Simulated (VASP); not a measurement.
Runs of VASP 6.6.1 on W. The structure is that of space group P6_3/mmc (No. 194), or close to it. The cells are those of the table. This isn't the form of W at room conditions, which is bcc.

```tsv
task	cell	k mesh	cutoff (eV)	gap on the mesh (eV)	pressure (GPa)
relaxation of cell and atoms	relaxed from a = 2.819, b = 2.819, c = 9.208 Å, angles 90.0, 90.0, 120.0°, 4 atoms	13 × 13 × 4	600	none	0.0
single point	a = 2.869, b = 2.869, c = 10.125 Å, angles 90.0, 90.0, 120.0°, 4 atoms	15 × 15 × 4	520	none	-17.7
single point	a = 2.904, b = 2.904, c = 10.248 Å, angles 90.0, 90.0, 120.0°, 4 atoms	15 × 15 × 4	520	none	-24.2
single point	a = 2.834, b = 2.834, c = 9.998 Å, angles 90.0, 90.0, 120.0°, 4 atoms	15 × 15 × 4	520	none	(a)
single point	a = 2.797, b = 2.797, c = 9.868 Å, angles 90.0, 90.0, 120.0°, 4 atoms	17 × 17 × 5	520	none	0.4
```

Alike in all rows: level RPBE; potentials or basis VASP PAW PBE potentials, release 64 (W_sv); no spin polarisation; smearing fermi-dirac 0.1 eV.

**Question.** Estimate the missing entries.

**Answer.** (a) -9.6.

Caveats: the PAW data sets were made with another functional, which shifts forces and pressure a little; spin-orbit coupling is left out, which moves the levels of the heavy elements; the cell stands under tension (at least some runs).

A k mesh can miss the band edges, and the runs leave out spin-orbit coupling on W.

A gap of «none» marks levels without a gap at the run's occupations.
